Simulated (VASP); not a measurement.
# BiTe (Fm-3m) in VASP: a series of runs

The runs below take BiTe through single point, relaxation of cell and atoms, with RPBE, BLYP.

Program: VASP 6.6.1. These are calculated values, not measurements. Logs are shortened: lines on timing, memory, paths and dates and some standing lists are left out, and cuts for length are marked.

## Step 1: The cell of the first run

The structure is cubic, space group Fm-3m (No. 225). The conventional cell has a = 6.574 Å, b = 6.574 Å, c = 6.574 Å, α = 90.00°, β = 90.00°, γ = 90.00°. Bi (site symmetry m-3m) has 6 Te at 3.29 Å within 4.3 Å. Te (site symmetry m-3m) has 6 Bi at 3.29 Å within 4.3 Å.

## Step 2: Single point, RPBE

INCAR

```
SYSTEM = BiTe
ALGO = Normal ; EDIFF = 1E-6
ENCUT = 520 ; GGA = RP
ISIF = 2 ; ISMEAR = -1
LASPH = .TRUE. ; LCHARG = .TRUE.
LELF = .TRUE. ; LREAL = .FALSE.
LVHAR = .TRUE. ; LWAVE = .FALSE.
NBANDS = 18 ; NELM = 100
PREC = Accurate ; SIGMA = 0.05
```

KPOINTS

```
k-points
0
G
  7 7 7
  0 0 0
```

POSCAR

```
BiTe
1.0
    0.0000000000      3.2868736786      3.2868736786
    3.2868736786      0.0000000000      3.2868736786
    3.2868736786      3.2868736786      0.0000000000
Bi Te
1 1
Direct
    0.0000000000      0.0000000000      0.0000000000
    0.5000000000      0.5000000000      0.5000000000
```

Potentials or basis: VASP PAW PBE potentials, release 64 (Bi_d, Te).

On the command line:

```
$ cat potpaw_PBE.64/Bi_d/POTCAR potpaw_PBE.64/Te/POTCAR > POTCAR
$ mpirun -np 1 vasp_std > vasp.out
```

OUTCAR:

```text
SYSTEM = BiTe
   EDIFF = 1E-6
   ENCUT = 520
   GGA = RP
   ISIF = 2
   ISMEAR = -1
   LASPH = .TRUE.
   LREAL = .FALSE.
   NELM = 100
   PREC = Accurate

 ion  position               nearest neighbor table
   1  0.000  0.000  0.000-   2 3.29   2 3.29   2 3.29   2 3.29   2 3.29   2 3.29
   2  0.500  0.500  0.500-   1 3.29   1 3.29   1 3.29   1 3.29   1 3.29   1 3.29

  LATTYP: Found a face centered cubic cell.
 ALAT       =     6.5737473572

  Lattice vectors:

 A1 = (   0.0000000000,   3.2868736786,   3.2868736786)
 A2 = (   3.2868736786,   0.0000000000,   3.2868736786)
 A3 = (   3.2868736786,   3.2868736786,   0.0000000000)

Analysis of symmetry for initial positions (statically):
=====================================================================
 Subroutine PRICEL returns:
 Original cell was already a primitive cell.

 Routine SETGRP: Setting up the symmetry group for a
 face centered cubic supercell.

 Subroutine GETGRP returns: Found 48 space group operations
 (whereof 48 operations were pure point group operations)
 out of a pool of 48 trial point group operations.

The static configuration has the point symmetry O_h .

Analysis of symmetry for dynamics (positions and initial velocities):
=====================================================================
 Subroutine PRICEL returns:
 Original cell was already a primitive cell.

 Routine SETGRP: Setting up the symmetry group for a
 face centered cubic supercell.

 Subroutine GETGRP returns: Found 48 space group operations
 (whereof 48 operations were pure point group operations)
 out of a pool of 48 trial point group operations.

The dynamic configuration has the point symmetry O_h .

 Subroutine INISYM returns: Found 48 space group operations
 (whereof 48 operations are pure point group operations),
 and found     1 'primitive' translations

----------------------------------------------------------------------------------------

                                     Primitive cell

  volume of cell :      71.0197

  direct lattice vectors                    reciprocal lattice vectors
     0.000000000  3.286873679  3.286873679    -0.152120236  0.152120236  0.152120236
     3.286873679  0.000000000  3.286873679     0.152120236 -0.152120236  0.152120236
     3.286873679  3.286873679  0.000000000     0.152120236  0.152120236 -0.152120236

  length of vectors
     4.648341334  4.648341334  4.648341334     0.263479978  0.263479978  0.263479978

  position of ions in fractional coordinates (direct lattice)
     0.000000000  0.000000000  0.000000000
     0.500000000  0.500000000  0.500000000

  ion indices of the primitive-cell ions
   primitive index   ion index
                 1           1
                 2           2

----------------------------------------------------------------------------------------

 KPOINTS: k-points

Automatic generation of k-mesh.
 Grid dimensions read from file:
 generate k-points for:    7    7    7

 Generating k-lattice:

  Cartesian coordinates                     Fractional coordinates (reciprocal lattice)
    -0.021731462  0.021731462  0.021731462     0.142857143  0.000000000  0.000000000
     0.021731462 -0.021731462  0.021731462     0.000000000  0.142857143  0.000000000
     0.021731462  0.021731462 -0.021731462     0.000000000  0.000000000  0.142857143

  Length of vectors
     0.037639997  0.037639997  0.037639997

  Shift w.r.t. Gamma in fractional coordinates (k-lattice)
     0.000000000  0.000000000  0.000000000

 Subroutine IBZKPT returns following result:
 ===========================================

 Found     20 irreducible k-points:

 Following reciprocal coordinates:
            Coordinates               Weight
  0.000000  0.000000  0.000000      1.000000
  0.142857  0.000000  0.000000      8.000000
  0.285714  0.000000  0.000000      8.000000
  0.428571  0.000000  0.000000      8.000000
  0.142857  0.142857  0.000000      6.000000
  0.285714  0.142857  0.000000     24.000000
[... 12 lines left out ...]
 -0.428571  0.428571  0.142857     24.000000
 -0.285714  0.428571  0.142857     24.000000
   k-points           NKPTS =     20   k-points in BZ     NKDIM =     20   number of bands    NBANDS=     18
   number of dos      NEDOS =    301   number of ions     NIONS =      2
   total plane-waves  NPLWV =  46656
   dimension x,y,z NGX =    36 NGY =   36 NGZ =   36
   dimension x,y,z NGXF=    72 NGYF=   72 NGZF=   72
   ions per type =               1   1
   NGX,Y,Z   is equivalent  to a cutoff of  12.88, 12.88, 12.88 a.u.
   NGXF,Y,Z  is equivalent  to a cutoff of  25.75, 25.75, 25.75 a.u.
 SYSTEM =  BiTe
   PREC   = accura    normal or accurate (medium, high low for compatibility)
   ISTART =      0    job   : 0-new  1-cont  2-samecut
   ICHARG =      2    charge: 1-file 2-atom 10-const
   ISPIN  =      1    spin polarized calculation?
   LNONCOLLINEAR =      F non collinear calculations
   LSORBIT =      F    spin-orbit coupling
   LASPH  =      T    aspherical Exc in radial PAW
   ENCUT  =  520.0 eV  38.22 Ry    6.18 a.u.   8.64  8.64  8.64*2*pi/ulx,y,z
   NELM   =    100;   NELMIN=  2; NELMDL= -5     # of ELM steps
   EDIFF  = 0.1E-05   stopping-criterion for ELM
   LREAL  =      F    real-space projection
   EDIFFG = 0.1E-04   stopping-criterion for IOM
   NSW    =      0    number of steps for IOM
   IBRION =     -1    ionic relax: 0-MD 1-quasi-New 2-CG
   NFREE  =      0    steps in history (QN), initial steepest desc. (CG)
   ISIF   =      2    stress and relaxation
   ISYM   =      2    0-nonsym 1-usesym 2-fastsym
   POTIM  = 0.5000    time-step for ionic-motion
   TEBEG  =    0.0;   TEEND  =   0.0 temperature during run
   PSTRESS=    0.0 pullay stress
   NELECT =      21.0000    total number of electrons
   NUPDOWN=      -1.0000    fix difference up-down
   EMIN   =  10.00;   EMAX   =-10.00  energy-range for DOS
   EFERMI =   0.00;   METHOD = LEGACY
   ISMEAR =    -1;   SIGMA  =   0.05  broadening in eV -4-tet -1-fermi 0-gaus
   EFERMI_NEDOS =   21; number of points for ismear=-14 and -15
   IALGO  =     38    algorithm
   IMIX   =      4    mixing-type and parameters
     AMIX     =   0.40;   BMIX     =  1.00
     AMIX_MAG =   1.60;   BMIX_MAG =  1.00
  volume/ion in A,a.u.               =      35.51       239.63
  Fermi-wavevector in a.u.,A,eV,Ry     =   1.090657  2.061043 16.184579  1.189533
  Thomas-Fermi vector in A             =   2.226886
   LORBIT       =      0    0 simple, 1 ext, 2 COOP (PROOUT), +10 PAW based schemes
   GGA     = RP    functional components
   LHFCALC =     F    Hartree Fock is set to
   AEXX    =    0.0000 exact exchange contribution
   IVDW    =     0    specifies the selected vdW correction
   LEPSILON=     F    determine dielectric tensor
   LRPA    =     F    only Hartree local field effects (RPA)
 non-spin polarized calculation
  energy-cutoff  :      520.00
  volume of cell :       71.02
 maximum number of plane-waves:      1923
   NGX = 17   NGY = 17   NGZ = 17

 number of electron      20.9999996 magnetization

 Free energy of the ion-electron system (eV)
  ---------------------------------------------------
  ext. energy  EPLUGINS =         0.00000000
  ---------------------------------------------------
  free energy    TOTEN  =        -6.42927782 eV

  energy without entropy =       -6.40908505  energy(sigma->0) =       -6.41918144

 E-fermi :   6.2385     XC(G=0):  -9.1070

 val. band max:        6.2177335952   @ k =  -0.4286   0.1429   0.0000
 cond. band min:       6.2572028844   @ k =  -0.4286   0.1429   0.0000
 fundamental gap:      0.0394692892
 Fermi energy:         6.2385314133

 k-point     1 :       0.0000    0.0000    0.0000
  band No.  band energies     occupation
      1     -17.0105      2.00000
      2     -17.0105      2.00000
      3     -17.0105      2.00000
      4     -17.0075      2.00000
      5     -17.0075      2.00000
      6      -6.9909      2.00000
[... 10 lines left out ...]
     17      12.1931      0.00000
     18      12.7847      0.00000

 k-point     2 :       0.1429    0.0000    0.0000
  band No.  band energies     occupation
      1     -17.0102      2.00000
      2     -17.0100      2.00000
      3     -17.0100      2.00000
      4     -17.0077      2.00000
      5     -17.0077      2.00000
      6      -6.8203      2.00000
[... 10 lines left out ...]
     17      13.2747      0.00000
     18      13.7184      0.00000

 k-point     3 :       0.2857    0.0000    0.0000
  band No.  band energies     occupation
      1     -17.0107      2.00000
      2     -17.0107      2.00000
      3     -17.0095      2.00000
      4     -17.0061      2.00000
      5     -17.0061      2.00000
      6      -6.3193      2.00000
[... 10 lines left out ...]
     17      15.1854      0.00000
     18      15.7451      0.00000

 k-point     4 :       0.4286    0.0000    0.0000
  band No.  band energies     occupation
      1     -17.0119      2.00000
      2     -17.0119      2.00000
      3     -17.0090      2.00000
      4     -17.0042      2.00000
      5     -17.0042      2.00000
      6      -5.5312      2.00000
[... 291 lines left out ...]
      4     -17.0056      2.00000
      5     -17.0038      2.00000
      6      -5.2647      2.00000
[... 10 lines left out ...]
     17      15.1319      0.00000
     18      16.4875      0.00000

 k-point    19 :      -0.4286    0.4286    0.1429
  band No.  band energies     occupation
      1     -17.0156      2.00000
      2     -17.0111      2.00000
      3     -17.0062      2.00000
      4     -17.0042      2.00000
      5     -17.0027      2.00000
      6      -5.2811      2.00000
[... 10 lines left out ...]
     17      16.0423      0.00000
     18      16.3942      0.00000

 k-point    20 :      -0.2857    0.4286    0.1429
  band No.  band energies     occupation
      1     -17.0145      2.00000
      2     -17.0087      2.00000
      3     -17.0071      2.00000
      4     -17.0066      2.00000
      5     -17.0028      2.00000
      6      -4.9027      2.00000
[... 10 lines left out ...]
     17      15.3878      0.00000
     18      16.1775      0.00000

------------------------ aborting loop because EDIFF is reached ----------------------------------------

  FORCE on cell =-STRESS in cart. coord.  units (eV):
  Direction    XX          YY          ZZ          XY          YZ          ZX
  --------------------------------------------------------------------------------------
  -------------------------------------------------------------------------------------
  Total       -0.0392401     -0.0392401     -0.0392401     -0.0000000     -0.0000000      0.0000000
  in kB       -0.8852408     -0.8852408     -0.8852408     -0.0000000     -0.0000000      0.0000000
  external PRESSURE =      -0.8852408 kB  Pullay stress =       0.0000000 kB

 VOLUME and BASIS-vectors are now :
 -----------------------------------------------------------------------------
  energy-cutoff  :      520.00
  volume of cell :       71.02
      direct lattice vectors                 reciprocal lattice vectors
     0.000000000  3.286873679  3.286873679    -0.152120236  0.152120236  0.152120236
     3.286873679  0.000000000  3.286873679     0.152120236 -0.152120236  0.152120236
     3.286873679  3.286873679  0.000000000     0.152120236  0.152120236 -0.152120236

 POSITION                                       TOTAL-FORCE (eV/Angst)
 -----------------------------------------------------------------------------------
      0.00000      0.00000      0.00000        -0.000000     -0.000000      0.000000
      3.28687      3.28687      3.28687         0.000000      0.000000     -0.000000
 -----------------------------------------------------------------------------------
    total drift:                               -0.000000      0.000000      0.000000

  FREE ENERGIE OF THE ION-ELECTRON SYSTEM (eV)
  ---------------------------------------------------
  free  energy   TOTEN  =        -6.4292778216 eV

  energy  without entropy=       -6.4090850497  energy(sigma->0) =       -6.41918144
```

Run time: 24 s. Hardware: 1 thread of AMD EPYC 9R45 (Zen 5), shared host; peak memory 0.17 GiB.

Results:

```yaml
Free_energy: -6.4293 eV
Pressure: -0.1 GPa
```

Levels at points of the mesh, in eV from the Fermi level:
| k point | band 6 | band 7 | band 8 | band 9 | band 10 | band 11 | band 12 | band 13 | band 14 | band 15 |
| --- | --- | --- | --- | --- | --- | --- | --- | --- | --- | --- |
| (0.00, 0.00, 0.00) | -13.23 | -8.31 | -2.47 | -2.47 | -2.47 | 2.03 | 2.03 | 2.03 | 4.72 | 4.72 |

Caveat: the PAW data sets were made with another functional, which shifts forces and pressure a little; spin-orbit coupling is left out, which moves the levels of the heavy elements.

## Step 3: Single point, BLYP

This run uses another cell than the first one, of 37.25 Å³/atom, 1.049 times its volume.

INCAR

```
PREC = Accurate
ENCUT = 520
EDIFF = 1E-7
ISMEAR = -1
SIGMA = 0.05
LREAL = F
LASPH = T
NELM = 60
ALGO = Normal
ISIF = 2
LWAVE = F
LCHARG = T
GGA = B5
ALDAX = 1.0
AGGAX = 1.0
AGGAC = 1.0
ALDAC = 0.0
LELF = T
LVHAR = T
NBANDS = 18
```

KPOINTS

```
Automatic mesh
0
Gamma
  7 7 7
```

POSCAR

```
BiTe
1.0
    0.0000000000      3.3398191142      3.3398191142
    3.3398191142      0.0000000000      3.3398191142
    3.3398191142      3.3398191142      0.0000000000
Bi Te
1 1
Direct
    0.0000000000      0.0000000000      0.0000000000
    0.5000000000      0.5000000000      0.5000000000
```

Potentials or basis: VASP PAW PBE potentials, release 64 (Bi_d, Te).

On the command line:

```
$ cat potpaw_PBE.64/Bi_d/POTCAR potpaw_PBE.64/Te/POTCAR > POTCAR
$ mpirun -np 1 vasp_std > vasp.out
```

Wall time 50 s (1 thread of AMD EPYC 9R45 (Zen 5), shared host); peak memory 0.17 GiB.

Results (log left out):

```
Free energy : -5.9043 eV
Pressure    : 0.1 GPa
```

Levels at points of the mesh, in eV from the Fermi level:
```
           k point  band 8  band 9  band 10  band 11  band 12  band 13
(0.00, 0.00, 0.00)   -2.32   -2.32    -2.32     1.88     1.88     1.88
```

Caveat: the PAW data sets were made with another functional, which shifts forces and pressure a little; spin-orbit coupling is left out, which moves the levels of the heavy elements.

## Step 4: Relaxation of cell and atoms, BLYP

This run uses another cell than the first one, of 33.86 Å³/atom, 0.953 times its volume.

INCAR

```
SYSTEM = BiTe
AGGAC = 1.0
AGGAX = 1.0
ALDAC = 0.0
ALDAX = 1.0
ALGO = Normal
EDIFF = 1E-7
EDIFFG = -0.01
ENCUT = 600
GGA = B5
IBRION = 2
ISIF = 3
ISMEAR = -1
LASPH = .True.
LCHARG = .False.
LREAL = .False.
LWAVE = .False.
NELM = 100
NSW = 60
PREC = Accurate
SIGMA = 0.05
```

KPOINTS

```
k-points
0
Gamma
  7 7 7
  0 0 0
```

POSCAR

```
BiTe
1.0
    0.0000000000      3.2350000000      3.2350000000
    3.2350000000      0.0000000000      3.2350000000
    3.2350000000      3.2350000000      0.0000000000
Bi Te
1 1
Direct
    0.0000000000      0.0000000000      0.0000000000
    0.5000000000      0.5000000000      0.5000000000
```

On the command line:

```
$ cat potpaw_PBE.64/Bi_d/POTCAR potpaw_PBE.64/Te/POTCAR > POTCAR
$ mpirun -np 1 vasp_std > vasp.out
```

It took 2.6 min on 1 thread of AMD EPYC 9R45 (Zen 5), shared host; peak memory 0.2 GiB.

It converged, with:

| Quantity | Value |
| --- | --- |
| Free energy | -5.9037 eV |
| Relaxed volume | 37.36 Å³/atom |
| Relaxed cell | a = 4.728 Å, b = 4.728 Å, c = 4.728 Å, α = 60.00°, β = 60.00°, γ = 60.00° |
| Space group after relaxing (to 0.05 Å) | Fm-3m (No. 225) |
| Energy gained by relaxing | 47.0 meV/atom |
| Ionic steps | 3 |
| Pressure after relaxing | 0.0 GPa |

Step by step:
```csv
step,energy change (eV),largest force (eV/Å),pressure (GPa),volume (Å³)
1,0.0000,0.0000,4.70,67.71
2,-0.0792,0.0000,-1.43,77.91
3,-0.0939,0.0000,0.01,74.71
```

Final structure:
```
CELL_PARAMETERS angstrom
0.00000 3.34286 3.34286
3.34286 0.00000 3.34286
3.34286 3.34286 0.00000
ATOMIC_POSITIONS crystal
Bi 0.00000 0.00000 0.00000
Te 0.50000 0.50000 0.50000
```

Levels at points of the mesh, in eV from the Fermi level:
```csv
k point,band 6,band 7,band 8,band 9,band 10,band 11,band 12,band 13,band 14
"(0.00, 0.00, 0.00)",-12.91,-8.55,-2.32,-2.32,-2.32,1.87,1.87,1.87,5.03
```

Caveat: the PAW data sets were made with another functional, which shifts forces and pressure a little; spin-orbit coupling is left out, which moves the levels of the heavy elements; the volume moved by +10 % from the deposited cell, more than functionals usually miss.

## Step 5: The runs side by side

| task | level | cell | cutoff (eV) | gap on the mesh (eV) | pressure (GPa) |
| --- | --- | --- | --- | --- | --- |
| single point | RPBE | a = 4.648 Å, angles 60.0°, 2 atoms | 520 | none | -0.1 |
| single point | BLYP | a = 4.723 Å, angles 60.0°, 2 atoms | 520 | none | 0.1 |
| relaxation of cell and atoms | BLYP | relaxed from a = 4.575 Å, angles 60.0°, 2 atoms | 600 | none | 0.0 |

Alike in all rows: potentials or basis VASP PAW PBE potentials, release 64 (Bi_d, Te); no spin polarisation; k mesh 7 × 7 × 7; smearing fermi-dirac 0.05 eV.

Caveats: the PAW data sets were made with another functional, which shifts forces and pressure a little; spin-orbit coupling is left out, which moves the levels of the heavy elements; the volume moved by +10 % from the deposited cell, more than functionals usually miss (some runs).

Absolute energies hang on the potentials; compare differences alone.
